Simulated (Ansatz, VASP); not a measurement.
# One calculation of KI, two programs

The input INCAR:

```
SYSTEM = KI
  PREC = Accurate
  ENCUT = 520
  EDIFF = 1E-7
  ISMEAR = 0
  SIGMA = 0.05
  LREAL = .FALSE.
  LASPH = .TRUE.
  NELM = 80
  ALGO = Normal
  ISIF = 2
  LWAVE = .FALSE.
  LCHARG = .FALSE.
  GGA = PS
  NBANDS = 15
```

KPOINTS

```
Automatic mesh
0
G
  6 6 6
  0 0 0
```

Contents of POSCAR:

```
KI
1.0
    3.9479009272      0.0000000000      0.0000000000
    0.0000000000      3.9479009272      0.0000000000
    0.0000000000      0.0000000000      4.4628445264
K I
1 1
Direct
    0.0000000000      0.0000000000      0.0000000000
    0.5000000000      0.5000000000      0.5000000000
```

Input for Ansatz:

```yaml
crystal:
  lattice:
    - [3.9479009272, 0.0, 0.0]
    - [0.0, 3.9479009272, 0.0]
    - [0.0, 0.0, 4.4628445264]
  atoms:
    - { symbol: K, position: [0.0, 0.0, 0.0] }
    - { symbol: I, position: [0.5, 0.5, 0.5] }
basis:
  ecutwfc: 420
kpoints:
  mp_grid: { grid: [6, 6, 6] }
hamiltonian:
  xc: pbesol
scf:
  occupations: { method: gaussian, width: 0.05 }
output:
  forces: true
  stress: true
  eigenvalues: true
```

Change from the starting cell: strain -0.080 along x and y, +0.040 along z, atoms carried along.

Alike in both runs: task single point; functional PBEsol; k mesh 6 × 6 × 6; occupations gaussian, width 0.05 eV; no spin polarisation.

```csv
,VASP,Ansatz
version,VASP 6.6.1,Ansatz 0.2.0
potentials or method,"VASP PAW PBE potentials, release 64 (K_sv, I), cutoff 520 eV","scalar-relativistic, plane waves, PAW"
valence electrons in the cell,16,26
```

```csv
,VASP,Ansatz,Ansatz less VASP
gap on the k mesh at the Fermi level (eV),2.85,2.86,+0.007
least direct gap on the mesh (eV),3.24,3.25,+0.011
pressure (GPa),1.7,1.6,-0.06
"traceless stress, the component that is largest in VASP (GPa)",-2.85,-2.86,-0.007
```

VASP's potentials were made for PBE, not for PBEsol. With one functional, cell and mesh, what is left measures potentials, basis and numerics. VASP's potentials hold 16 valence electrons a cell and Ansatz's 26, so a difference there can come from the potentials and not from the codes.

Neither program's run includes spin-orbit coupling.
